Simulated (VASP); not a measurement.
Here is a VASP 6.6.1 calculation.

File INCAR:

```
SYSTEM = Sr
ALGO = Normal
EDIFF = 1E-7
ENCUT = 520
GGA = PE
ISIF = 2
ISMEAR = -1
LASPH = .TRUE.
LCHARG = .FALSE.
LREAL = .FALSE.
LWAVE = .FALSE.
NBANDS = 22
NELM = 80
PREC = Accurate
SIGMA = 0.1
```

The input KPOINTS:

```
k-points
0
G
  5 5 7
  0 0 0
```

File POSCAR:

```
Sr
1.0
    5.7436979118      0.0000000000      0.0000000000
   -2.8718489559      4.9741883033      0.0000000000
    0.0000000000      0.0000000000      3.3757586497
Sr
3
Direct
    0.0000000000      0.0000000000      0.0000000000
    0.3333333333      0.6666666667      0.5000000000
    0.6666666667      0.3333333333      0.5000000000
```

Potentials or basis: VASP PAW PBE potentials, release 64 (Sr_sv).

Launch:

```sh
$ cat potpaw_PBE.64/Sr_sv/POTCAR > POTCAR
$ mpirun -np 1 vasp_std > vasp.out
```

(1) Predict the pressure.

(2) Predict the band gap on the k mesh.

## Answers

(1) 14.1 GPa.

(2) zero (band 15 reaches 4.47 eV, above the bottom of band 16 at 3.54 eV).
